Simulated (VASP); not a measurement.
# BaTiO3 (Pm-3m) in VASP: further runs

BaTiO3 is run at these levels: PBE; tasks: single point.

All numbers are computed with VASP 6.6.1; they aren't measurements. Logs are shortened: lines on timing, memory, paths and dates and some standing lists are left out, and cuts for length are marked.

### Step 1. The cell of the first run

The structure is cubic, space group Pm-3m (No. 221). The conventional cell has a = 4.019 Å, b = 4.019 Å, c = 4.019 Å, α = 90.00°, β = 90.00°, γ = 90.00°. Within 3.7 Å of Ba (site symmetry m-3m) lie 12 O at 2.84 Å and 8 Ti at 3.48 Å. Ti (site symmetry m-3m) has 6 O at 2.01 Å within 2.7 Å. Within 2.7 Å of O (site symmetry 4/mmm) lie 2 Ti at 2.01 Å.

### Step 2. Single point, PBE

File INCAR:

```
SYSTEM = BaTiO3
PREC     = Accurate       ! precision mode
ENCUT    = 520            ! plane-wave cutoff, eV
EDIFF    = 1E-6           ! SCF threshold, eV
ISMEAR   = 0              ! smearing method
SIGMA    = 0.01           ! smearing width, eV
LREAL    = .False.        ! projectors in reciprocal space
LASPH    = .True.         ! aspherical terms in the spheres
NELM     = 60             ! most SCF steps
ALGO     = Normal         ! electronic algorithm
ISIF     = 2              ! what is computed and relaxed
LWAVE    = .False.        ! write WAVECAR
LCHARG   = .True.         ! write CHGCAR
GGA      = PE             ! functional
LELF     = .True.         ! ELF
LVHAR    = .True.       
NBANDS   = 28             ! bands
```

File KPOINTS:

```
Automatic mesh
0
Gamma
  6 6 6
  0 0 0
```

File POSCAR:

```
BaTiO3
1.0
    4.0192506705      0.0000000000      0.0000000000
    0.0000000000      4.0192506705      0.0000000000
    0.0000000000      0.0000000000      4.0192506705
Ba Ti O
1 1 3
Direct
    0.5000000000      0.5000000000      0.5000000000
    0.0000000000      0.0000000000      0.0000000000
    0.5000000000      0.0000000000      0.0000000000
    0.0000000000      0.5000000000      0.0000000000
    0.0000000000      0.0000000000      0.5000000000
```

Potentials or basis: VASP PAW PBE potentials, release 64 (Ba_sv, Ti_sv, O).

Started as:

```bash
> cat potpaw_PBE.64/Ba_sv/POTCAR potpaw_PBE.64/Ti_sv/POTCAR potpaw_PBE.64/O/POTCAR > POTCAR
> mpirun -np 1 vasp_std > vasp.out
```

OUTCAR:

```text
SYSTEM = BaTiO3
   PREC = Accurate
   ENCUT = 520
   EDIFF = 1E-6
   ISMEAR = 0
   LREAL = .False.
   LASPH = .True.
   NELM = 60
   ISIF = 2
   GGA = PE

 ion  position               nearest neighbor table
   1  0.500  0.500  0.500-   3 2.84   4 2.84   5 2.84   3 2.84   4 2.84   3 2.84   5 2.84   3 2.84
                             4 2.84   5 2.84   4 2.84   5 2.84   2 3.48   2 3.48   2 3.48   2 3.48
   2  0.000  0.000  0.000-   3 2.01   4 2.01   5 2.01   5 2.01   4 2.01   3 2.01   1 3.48   1 3.48
                             1 3.48   1 3.48   1 3.48   1 3.48   1 3.48   1 3.48
   3  0.500  0.000  0.000-   2 2.01   2 2.01   1 2.84   1 2.84   1 2.84   1 2.84
   4  0.000  0.500  0.000-   2 2.01   2 2.01   1 2.84   1 2.84   1 2.84   1 2.84
   5  0.000  0.000  0.500-   2 2.01   2 2.01   1 2.84   1 2.84   1 2.84   1 2.84

  LATTYP: Found a simple cubic cell.
 ALAT       =     4.0192506705

  Lattice vectors:

 A1 = (   4.0192506705,   0.0000000000,   0.0000000000)
 A2 = (   0.0000000000,   4.0192506705,   0.0000000000)
 A3 = (   0.0000000000,   0.0000000000,   4.0192506705)

Analysis of symmetry for initial positions (statically):
=====================================================================
 Subroutine PRICEL returns:
 Original cell was already a primitive cell.

 Routine SETGRP: Setting up the symmetry group for a
 simple cubic supercell.

 Subroutine GETGRP returns: Found 48 space group operations
 (whereof 48 operations were pure point group operations)
 out of a pool of 48 trial point group operations.

The static configuration has the point symmetry O_h .

Analysis of symmetry for dynamics (positions and initial velocities):
=====================================================================
 Subroutine PRICEL returns:
 Original cell was already a primitive cell.

 Routine SETGRP: Setting up the symmetry group for a
 simple cubic supercell.

 Subroutine GETGRP returns: Found 48 space group operations
 (whereof 48 operations were pure point group operations)
 out of a pool of 48 trial point group operations.

The dynamic configuration has the point symmetry O_h .

 Subroutine INISYM returns: Found 48 space group operations
 (whereof 48 operations are pure point group operations),
 and found     1 'primitive' translations

----------------------------------------------------------------------------------------

                                     Primitive cell

  volume of cell :      64.9285

  direct lattice vectors                    reciprocal lattice vectors
     4.019250670  0.000000000  0.000000000     0.248802596  0.000000000  0.000000000
     0.000000000  4.019250670  0.000000000     0.000000000  0.248802596  0.000000000
     0.000000000  0.000000000  4.019250670     0.000000000  0.000000000  0.248802596

  length of vectors
     4.019250670  4.019250670  4.019250670     0.248802596  0.248802596  0.248802596

  position of ions in fractional coordinates (direct lattice)
     0.500000000  0.500000000  0.500000000
     0.000000000  0.000000000  0.000000000
     0.500000000  0.000000000  0.000000000
     0.000000000  0.500000000  0.000000000
     0.000000000  0.000000000  0.500000000

  ion indices of the primitive-cell ions
   primitive index   ion index
                 1           1
                 2           2
                 3           3
                 4           4
                 5           5

----------------------------------------------------------------------------------------

 KPOINTS: Automatic mesh

Automatic generation of k-mesh.
 Grid dimensions read from file:
 generate k-points for:    6    6    6

 Generating k-lattice:

  Cartesian coordinates                     Fractional coordinates (reciprocal lattice)
     0.041467099  0.000000000  0.000000000     0.166666667  0.000000000  0.000000000
     0.000000000  0.041467099  0.000000000     0.000000000  0.166666667  0.000000000
     0.000000000  0.000000000  0.041467099     0.000000000  0.000000000  0.166666667

  Length of vectors
     0.041467099  0.041467099  0.041467099

  Shift w.r.t. Gamma in fractional coordinates (k-lattice)
     0.000000000  0.000000000  0.000000000

 Subroutine IBZKPT returns following result:
 ===========================================

 Found     20 irreducible k-points:

 Following reciprocal coordinates:
            Coordinates               Weight
  0.000000  0.000000  0.000000      1.000000
  0.166667  0.000000  0.000000      6.000000
  0.333333  0.000000  0.000000      6.000000
  0.500000  0.000000  0.000000      3.000000
  0.166667  0.166667  0.000000     12.000000
  0.333333  0.166667  0.000000     24.000000
[... 12 lines left out ...]
  0.500000  0.500000  0.333333      6.000000
  0.500000  0.500000  0.500000      1.000000
   k-points           NKPTS =     20   k-points in BZ     NKDIM =     20   number of bands    NBANDS=     28
   number of dos      NEDOS =    301   number of ions     NIONS =      5
   total plane-waves  NPLWV =  27000
   dimension x,y,z NGX =    30 NGY =   30 NGZ =   30
   dimension x,y,z NGXF=    60 NGYF=   60 NGZF=   60
   ions per type =               1   1   3
   NGX,Y,Z   is equivalent  to a cutoff of  12.41, 12.41, 12.41 a.u.
   NGXF,Y,Z  is equivalent  to a cutoff of  24.82, 24.82, 24.82 a.u.
 SYSTEM =  BaTiO3
   PREC   = accura    normal or accurate (medium, high low for compatibility)
   ISTART =      0    job   : 0-new  1-cont  2-samecut
   ICHARG =      2    charge: 1-file 2-atom 10-const
   ISPIN  =      1    spin polarized calculation?
   LNONCOLLINEAR =      F non collinear calculations
   LSORBIT =      F    spin-orbit coupling
   LASPH  =      T    aspherical Exc in radial PAW
   ENCUT  =  520.0 eV  38.22 Ry    6.18 a.u.   7.47  7.47  7.47*2*pi/ulx,y,z
   NELM   =     60;   NELMIN=  2; NELMDL= -5     # of ELM steps
   EDIFF  = 0.1E-05   stopping-criterion for ELM
   LREAL  =      F    real-space projection
   EDIFFG = 0.1E-04   stopping-criterion for IOM
   NSW    =      0    number of steps for IOM
   IBRION =     -1    ionic relax: 0-MD 1-quasi-New 2-CG
   NFREE  =      0    steps in history (QN), initial steepest desc. (CG)
   ISIF   =      2    stress and relaxation
   ISYM   =      2    0-nonsym 1-usesym 2-fastsym
   POTIM  = 0.5000    time-step for ionic-motion
   TEBEG  =    0.0;   TEEND  =   0.0 temperature during run
   PSTRESS=    0.0 pullay stress
   NELECT =      40.0000    total number of electrons
   NUPDOWN=      -1.0000    fix difference up-down
   EMIN   =  10.00;   EMAX   =-10.00  energy-range for DOS
   EFERMI =   0.00;   METHOD = LEGACY
   ISMEAR =     0;   SIGMA  =   0.01  broadening in eV -4-tet -1-fermi 0-gaus
   EFERMI_NEDOS =   21; number of points for ismear=-14 and -15
   IALGO  =     38    algorithm
   IMIX   =      4    mixing-type and parameters
     AMIX     =   0.40;   BMIX     =  1.00
     AMIX_MAG =   1.60;   BMIX_MAG =  1.00
  volume/ion in A,a.u.               =      12.99        87.63
  Fermi-wavevector in a.u.,A,eV,Ry     =   1.392996  2.632380 26.401244  1.940437
  Thomas-Fermi vector in A             =   2.516684
   LORBIT       =      0    0 simple, 1 ext, 2 COOP (PROOUT), +10 PAW based schemes
   GGA     = PE    functional components
   LHFCALC =     F    Hartree Fock is set to
   AEXX    =    0.0000 exact exchange contribution
   IVDW    =     0    specifies the selected vdW correction
   LEPSILON=     F    determine dielectric tensor
   LRPA    =     F    only Hartree local field effects (RPA)
 non-spin polarized calculation
 Gauss-broadening in eV      SIGMA  =   0.01
  energy-cutoff  :      520.00
  volume of cell :       64.93
 maximum number of plane-waves:      1775
 NGX is ok and might be reduce to    30
   NGX = 15   NGY = 15   NGZ = 15

 number of electron      39.9999976 magnetization

 Free energy of the ion-electron system (eV)
  ---------------------------------------------------
  ext. energy  EPLUGINS =         0.00000000
  ---------------------------------------------------
  free energy    TOTEN  =       -39.98116467 eV

  energy without entropy =      -39.98116467  energy(sigma->0) =      -39.98116467

 E-fermi :   3.7997     XC(G=0): -11.1942

 val. band max:        3.7378774950   @ k =   0.5000   0.5000   0.5000
 cond. band min:       5.4568715838   @ k =   0.0000   0.0000   0.0000
 fundamental gap:      1.7189940888
 Fermi energy:         3.7997470433

 k-point     1 :       0.0000    0.0000    0.0000
  band No.  band energies     occupation
      1     -52.9537      2.00000
      2     -29.1579      2.00000
      3     -29.1579      2.00000
      4     -29.1579      2.00000
      5     -21.1054      2.00000
      6     -13.1262      2.00000
[... 20 lines left out ...]
     27       8.7743      0.00000
     28      10.9839      0.00000

 k-point     2 :       0.1667    0.0000    0.0000
  band No.  band energies     occupation
      1     -52.9535      2.00000
      2     -29.1702      2.00000
      3     -29.1575      2.00000
      4     -29.1575      2.00000
      5     -21.0780      2.00000
      6     -13.1431      2.00000
[... 20 lines left out ...]
     27       9.3005      0.00000
     28      11.6355      0.00000

 k-point     3 :       0.3333    0.0000    0.0000
  band No.  band energies     occupation
      1     -52.9530      2.00000
      2     -29.1947      2.00000
      3     -29.1565      2.00000
      4     -29.1565      2.00000
      5     -21.0222      2.00000
      6     -13.2549      2.00000
[... 20 lines left out ...]
     27      10.5205      0.00000
     28      11.9666      0.00000

 k-point     4 :       0.5000    0.0000    0.0000
  band No.  band energies     occupation
      1     -52.9528      2.00000
      2     -29.2069      2.00000
      3     -29.1561      2.00000
      4     -29.1561      2.00000
      5     -20.9938      2.00000
      6     -13.3320      2.00000
[... 454 lines left out ...]
     27      11.3623      0.00000
     28      11.3953      0.00000

 k-point    19 :       0.5000    0.5000    0.3333
  band No.  band energies     occupation
      1     -52.9512      2.00000
      2     -29.2021      2.00000
      3     -29.2021      2.00000
      4     -29.1898      2.00000
      5     -20.8743      2.00000
      6     -12.3698      2.00000
[... 20 lines left out ...]
     27      11.0481      0.00000
     28      11.2720      0.00000

 k-point    20 :       0.5000    0.5000    0.5000
  band No.  band energies     occupation
      1     -52.9509      2.00000
      2     -29.2015      2.00000
      3     -29.2015      2.00000
      4     -29.2015      2.00000
      5     -20.8584      2.00000
      6     -12.2288      2.00000
[... 20 lines left out ...]
     27      11.2722      0.00000
     28      11.2722      0.00000

------------------------ aborting loop because EDIFF is reached ----------------------------------------

  FORCE on cell =-STRESS in cart. coord.  units (eV):
  Direction    XX          YY          ZZ          XY          YZ          ZX
  --------------------------------------------------------------------------------------
  -------------------------------------------------------------------------------------
  Total        0.6997880      0.6997880      0.6997880      0.0000000     -0.0000000     -0.0000000
  in kB       17.2679895     17.2679895     17.2679895      0.0000000     -0.0000000     -0.0000000
  external PRESSURE =      17.2679895 kB  Pullay stress =       0.0000000 kB

 VOLUME and BASIS-vectors are now :
 -----------------------------------------------------------------------------
  energy-cutoff  :      520.00
  volume of cell :       64.93
      direct lattice vectors                 reciprocal lattice vectors
     4.019250670  0.000000000  0.000000000     0.248802596  0.000000000  0.000000000
     0.000000000  4.019250670  0.000000000     0.000000000  0.248802596  0.000000000
     0.000000000  0.000000000  4.019250670     0.000000000  0.000000000  0.248802596

 POSITION                                       TOTAL-FORCE (eV/Angst)
 -----------------------------------------------------------------------------------
      2.00963      2.00963      2.00963         0.000000      0.000000      0.000000
      0.00000      0.00000      0.00000         0.000000      0.000000      0.000000
      2.00963      0.00000      0.00000         0.000000      0.000000      0.000000
      0.00000      2.00963      0.00000         0.000000      0.000000      0.000000
      0.00000      0.00000      2.00963         0.000000      0.000000      0.000000
 -----------------------------------------------------------------------------------
    total drift:                                0.000000     -0.000000      0.000000

  FREE ENERGIE OF THE ION-ELECTRON SYSTEM (eV)
  ---------------------------------------------------
  free  energy   TOTEN  =       -39.9811646663 eV

  energy  without entropy=      -39.9811646663  energy(sigma->0) =      -39.98116467
```

Wall time 35 s (1 thread of AMD EPYC 7R43 (Zen 3), shared host); peak memory 0.15 GiB.

What came out:

| Quantity | Value |
| --- | --- |
| Free energy | -39.9812 eV |
| Pressure | 1.7 GPa |
| Band gap on the k mesh | 1.72 eV, indirect (least direct gap 1.88 eV) |

Caveat: spin-orbit coupling is left out, which moves the levels of the heavy elements.

(Continued in part 2 of 2.)
